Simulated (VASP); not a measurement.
# GaN (NiAs type) (P6_3/mmc) in VASP: relaxation of cell and atoms with PBE

Aim: the relaxation of cell and atoms of GaN (NiAs type) with PBE.

Everything below comes from runs of VASP 6.6.1. Logs are shortened: lines on timing, memory, paths and dates and some standing lists are left out, and cuts for length are marked.

## Step 1: The cell of the first run

Symmetry: P6_3/mmc, No. 194, hexagonal system. Conventional cell: a = 3.071 Å, b = 3.071 Å, c = 4.760 Å, α = 90.00°, β = 90.00°, γ = 120.00°. Ga (site symmetry -3m) has 6 N at 2.14 Å and 2 Ga at 2.38 Å within 2.8 Å. N (site symmetry -6m2) has 6 Ga at 2.14 Å within 2.8 Å.

## Step 2: Relaxation of cell and atoms, PBE, target pressure -0.0031 GPa, at which the enthalpy is minimised

Contents of INCAR:

```
SYSTEM = GaN
PREC = Accurate ; ENCUT = 600
EDIFF = 1E-7 ; ISMEAR = -1
SIGMA = 0.05 ; LREAL = .FALSE.
LASPH = .TRUE. ; NELM = 80
ALGO = Normal ; ISIF = 3
LWAVE = .FALSE. ; LCHARG = .FALSE.
GGA = PE ; IBRION = 2
NSW = 60 ; EDIFFG = -0.005
PSTRESS = -0.031
```

Contents of KPOINTS:

```
Automatic mesh
0
G
  11 11 6
  0 0 0
```

Contents of POSCAR:

```
GaN
1.0
    3.0710541066      0.0000000000      0.0000000000
   -1.5355270533      2.6596108727      0.0000000000
    0.0000000000      0.0000000000      4.7601338652
Ga N
2 2
Direct
    0.0000000000      0.0000000000      0.0000000000
    0.0000000000      0.0000000000      0.5000000000
    0.3333333333      0.6666666667      0.2500000000
    0.6666666667      0.3333333333      0.7500000000
```

Potentials or basis: VASP PAW PBE potentials, release 64 (Ga_d, N).

The run is started by

```bash
$ cat potpaw_PBE.64/Ga_d/POTCAR potpaw_PBE.64/N/POTCAR > POTCAR
$ mpirun -np 1 vasp_std > vasp.out
```

OUTCAR:

```text
SYSTEM = GaN
   PREC = Accurate
   ENCUT = 600
   EDIFF = 1E-7
   ISMEAR = -1
   LREAL = .FALSE.
   LASPH = .TRUE.
   NELM = 80
   ISIF = 3
   GGA = PE
   IBRION = 2
   NSW = 60
   EDIFFG = -0.005
   PSTRESS = -0.031

 ion  position               nearest neighbor table
   1  0.000  0.000  0.000-   3 2.14   4 2.14   3 2.14   4 2.14   4 2.14   3 2.14   2 2.38   2 2.38

   2  0.000  0.000  0.500-   3 2.14   4 2.14   3 2.14   4 2.14   4 2.14   3 2.14   1 2.38   1 2.38

   3  0.333  0.667  0.250-   1 2.14   2 2.14   1 2.14   2 2.14   1 2.14   2 2.14
   4  0.667  0.333  0.750-   1 2.14   2 2.14   1 2.14   2 2.14   1 2.14   2 2.14

  LATTYP: Found a hexagonal cell.
 ALAT       =     3.0710541066
 C/A-ratio  =     1.5500000000

  Lattice vectors:

 A1 = (   3.0710541066,   0.0000000000,   0.0000000000)
 A2 = (  -1.5355270533,   2.6596108727,   0.0000000000)
 A3 = (   0.0000000000,   0.0000000000,   4.7601338652)

Analysis of symmetry for initial positions (statically):
=====================================================================
 Subroutine PRICEL returns:
 Original cell was already a primitive cell.

 Routine SETGRP: Setting up the symmetry group for a
 hexagonal supercell.

 Subroutine GETGRP returns: Found 24 space group operations
 (whereof 12 operations were pure point group operations)
 out of a pool of 24 trial point group operations.

The static configuration has the point symmetry D_3d.
 The point group associated with its full space group is D_6h.

Analysis of symmetry for dynamics (positions and initial velocities):
=====================================================================
 Subroutine PRICEL returns:
 Original cell was already a primitive cell.

 Routine SETGRP: Setting up the symmetry group for a
 hexagonal supercell.

 Subroutine GETGRP returns: Found 24 space group operations
 (whereof 12 operations were pure point group operations)
 out of a pool of 24 trial point group operations.

The dynamic configuration has the point symmetry D_3d.
 The point group associated with its full space group is D_6h.

 Subroutine INISYM returns: Found 24 space group operations
 (whereof 12 operations are pure point group operations),
 and found     1 'primitive' translations

----------------------------------------------------------------------------------------

                                     Primitive cell

  volume of cell :      38.8799

  direct lattice vectors                    reciprocal lattice vectors
[... 98 lines left out ...]
   ISYM   =      2    0-nonsym 1-usesym 2-fastsym
   POTIM  = 0.5000    time-step for ionic-motion
   TEBEG  =    0.0;   TEEND  =   0.0 temperature during run
   PSTRESS=   -0.0 pullay stress
   NELECT =      36.0000    total number of electrons
   NUPDOWN=      -1.0000    fix difference up-down
   EMIN   =  10.00;   EMAX   =-10.00  energy-range for DOS
   EFERMI =   0.00;   METHOD = LEGACY
   ISMEAR =    -1;   SIGMA  =   0.05  broadening in eV -4-tet -1-fermi 0-gaus
   EFERMI_NEDOS =   21; number of points for ismear=-14 and -15
   IALGO  =     38    algorithm
   IMIX   =      4    mixing-type and parameters
     AMIX     =   0.40;   BMIX     =  1.00
     AMIX_MAG =   1.60;   BMIX_MAG =  1.00
  volume/ion in A,a.u.               =       9.72        65.59
  Fermi-wavevector in a.u.,A,eV,Ry     =   1.595637  3.015317 34.641213  2.546057
  Thomas-Fermi vector in A             =   2.693525
   LORBIT       =      0    0 simple, 1 ext, 2 COOP (PROOUT), +10 PAW based schemes
   GGA     = PE    functional components
   LHFCALC =     F    Hartree Fock is set to
   AEXX    =    0.0000 exact exchange contribution
   IVDW    =     0    specifies the selected vdW correction
   LEPSILON=     F    determine dielectric tensor
   LRPA    =     F    only Hartree local field effects (RPA)
 conjugate gradient relaxation of ions
 non-spin polarized calculation
  energy-cutoff  :      600.00
  volume of cell :       38.88
 maximum number of plane-waves:      1314
 NGX is ok and might be reduce to    28
   NGX = 13   NGY = 13   NGZ = 19

--------------------------------------- Ionic step        1  -------------------------------------------

 number of electron      35.9999994 magnetization

 Free energy of the ion-electron system (eV)
  ---------------------------------------------------
  ext. energy  EPLUGINS =         0.00000000
  ---------------------------------------------------
  free energy    TOTEN  =       -21.52673205 eV

  energy without entropy =      -21.52673204  energy(sigma->0) =      -21.52673205

------------------------ aborting loop because EDIFF is reached ----------------------------------------

  FORCE on cell =-STRESS in cart. coord.  units (eV):
  Direction    XX          YY          ZZ          XY          YZ          ZX
  --------------------------------------------------------------------------------------
  -------------------------------------------------------------------------------------
  Total       -1.5199831     -1.5199831      9.8752978      0.0000000      0.0000000      0.0000000
  in kB      -62.6360844    -62.6360844    406.9453115      0.0000000      0.0000000      0.0000000
  external PRESSURE =      93.9220475 kB  Pullay stress =      -0.0310000 kB
[... 307 lines left out ...]
--------------------------------------- Ionic step        9  -------------------------------------------

 number of electron      36.0000023 magnetization

 Free energy of the ion-electron system (eV)
  ---------------------------------------------------
  ext. energy  EPLUGINS =         0.00000000
  ---------------------------------------------------
  free energy    TOTEN  =       -21.89894266 eV

  energy without entropy =      -21.89894252  energy(sigma->0) =      -21.89894259

 E-fermi :   7.9349     XC(G=0): -12.7181

 val. band max:        7.2817008095   @ k =   0.1818  -0.0000   0.0000
 cond. band min:       8.4939431061   @ k =   0.0000   0.0000   0.0000
 fundamental gap:      1.2122422966
 Fermi energy:         7.9348591852

 k-point     1 :       0.0000    0.0000    0.0000
  band No.  band energies     occupation
      1      -9.6262      2.00000
      2      -7.3036      2.00000
      3      -7.0712      2.00000
      4      -7.0712      2.00000
      5      -6.9246      2.00000
      6      -6.9246      2.00000
[... 589 lines left out ...]
     21      14.2305      0.00000
     22      15.4095      0.00000

 [... further k-points ...]

------------------------ aborting loop because EDIFF is reached ----------------------------------------

  FORCE on cell =-STRESS in cart. coord.  units (eV):
  Direction    XX          YY          ZZ          XY          YZ          ZX
  --------------------------------------------------------------------------------------
  -------------------------------------------------------------------------------------
  Total       -0.0184766     -0.0184766     -0.0016964      0.0000000      0.0000000      0.0000000
  in kB       -0.7404321     -0.7404321     -0.0679827      0.0000000      0.0000000      0.0000000
  external PRESSURE =      -0.4852823 kB  Pullay stress =      -0.0310000 kB
[... 23 lines left out ...]
  energy  without entropy=      -21.8989425197  energy(sigma->0) =      -21.89894259

  enthalpy is  TOTEN    =       -21.8997162283 eV   P V=       -0.0007735685

 reached required accuracy - stopping structural energy minimisation
```

CONTCAR:

```text
GaN
   1.00000000000000
     3.0084613141152969    0.0000000000000000   -0.0000000000000000
    -1.5042306570576485    2.6054039243151741    0.0000000000000000
    -0.0000000000000000    0.0000000000000000    5.1006807799416682
  Ga              N
     2     2
Direct
     0.0000000000000000    0.0000000000000000    0.0000000000000000
     0.0000000000000000    0.0000000000000000    0.5000000000000000
     0.3333333332999970    0.6666666667000030    0.2500000000000000
     0.6666666667000030    0.3333333332999970    0.7500000000000000

  0.00000000E+00  0.00000000E+00  0.00000000E+00
  0.00000000E+00  0.00000000E+00  0.00000000E+00
  0.00000000E+00  0.00000000E+00  0.00000000E+00
  0.00000000E+00  0.00000000E+00  0.00000000E+00
```

Run time: 4.8 min. Hardware: 1 thread of AMD EPYC 9R45 (Zen 5), shared host; peak memory 0.19 GiB.

What came out:

| Quantity | Value |
| --- | --- |
| Free energy | -21.8989 eV |
| Relaxed volume | 10.00 Å³/atom |
| Relaxed cell | a = 3.008 Å, b = 3.008 Å, c = 5.101 Å, α = 90.00°, β = 90.00°, γ = 120.00° |
| Space group after relaxing (to 0.05 Å) | P6_3/mmc (No. 194) |
| Energy change on relaxing (the enthalpy is what falls) | -93.1 meV/atom |
| Ionic steps | 9 |
| Pressure after relaxing | -0.1 GPa |
| Band gap on the k mesh | 1.21 eV, indirect (least direct gap 1.32 eV) |

Step by step:
```
step  energy change (eV)  largest force (eV/Å)  pressure (GPa)  volume (Å³)
   1              0.0000                0.0000            9.39        38.88
   2             -0.2377                0.0000           -9.12        41.93
   3             -0.3605                0.0000           -3.69        40.80
   4             -0.3604                0.0000           -3.45        40.76
   5             -0.3701                0.0000            1.63        39.63
   6             -0.3722                0.0000            0.05        39.96
   7             -0.3722                0.0000           -0.04        39.97
   8             -0.3722                0.0000           -0.08        39.98
   9             -0.3722                0.0000           -0.05        39.98
```

Final structure:
```
Ga N
1.0
     3.00846    0.00000    0.00000
    -1.50423    2.60540    0.00000
     0.00000    0.00000    5.10068
Ga N
2 2
Direct
  0.00000 0.00000 0.00000
  0.00000 0.00000 0.50000
  0.33333 0.66667 0.25000
  0.66667 0.33333 0.75000
```

Caveat: the cell is relaxed towards a set pressure, so the enthalpy falls and the energy may rise.
